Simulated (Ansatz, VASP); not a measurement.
**Re in VASP and in Ansatz**

Contents of INCAR:

```
SYSTEM = Re
  PREC = Accurate
  ENCUT = 520
  EDIFF = 1E-6
  ISMEAR = 0
  SIGMA = 0.15
  LREAL = .FALSE.
  LASPH = .TRUE.
  NELM = 100
  ALGO = Fast
  ISIF = 2
  LWAVE = .FALSE.
  LCHARG = .TRUE.
  GGA = PE
  LELF = .TRUE.
  LVHAR = .TRUE.
  NBANDS = 10
```

Contents of KPOINTS:

```
regular mesh
0
G
  10 10 10
  0 0 0
```

Contents of POSCAR:

```
Re
1.0
    0.0000000000      2.0152077228      1.8181204075
    2.0152077228      0.0000000000      1.8181204075
    2.0152077228      2.0152077228      0.0000000000
Re
1
Direct
    0.0000000000      0.0000000000      0.0000000000
```

Input for Ansatz:

```yaml
crystal:
  lattice:
    - [0.0, 2.0152077228, 1.8181204075]
    - [2.0152077228, 0.0, 1.8181204075]
    - [2.0152077228, 2.0152077228, 0.0]
  atoms:
    - { symbol: Re, position: [0.0, 0.0, 0.0] }
basis:
  ecutwfc: 420
kpoints:
  mp_grid: { grid: [10, 10, 10] }
hamiltonian:
  xc: pbe
scf:
  occupations: { method: gaussian, width: 0.15 }
output:
  forces: true
  stress: true
  eigenvalues: true
```

Alike in both runs: task single point; functional PBE; k mesh 10 × 10 × 10; occupations gaussian, width 0.15 eV; no spin polarisation.

|  | VASP | Ansatz |
| --- | --- | --- |
| version | VASP 6.6.1 | Ansatz 0.2.0 |
| potentials or method | VASP PAW PBE potentials, release 64 (Re), cutoff 520 eV | scalar-relativistic, plane waves, PAW |
| valence electrons in the cell | 7 | 15 |

VASP gave:

* gap on the k mesh at the Fermi level (eV): none
* pressure (GPa): 6.3
* traceless stress, the component that is largest in VASP (GPa): 14.69

Question: What did Ansatz give for the same quantities?

Answer: gap on the k mesh at the Fermi level (eV): none; pressure (GPa): 6.7; traceless stress, the component that is largest in VASP (GPa): 14.75.

A gap of «none» marks a metal or a gap that the smearing closes. With one functional, cell and mesh, what is left measures potentials, basis and numerics. VASP's potentials hold 7 valence electrons a cell and Ansatz's 15, so a difference there can come from the potentials and not from the codes.

Neither program's run includes spin-orbit coupling.
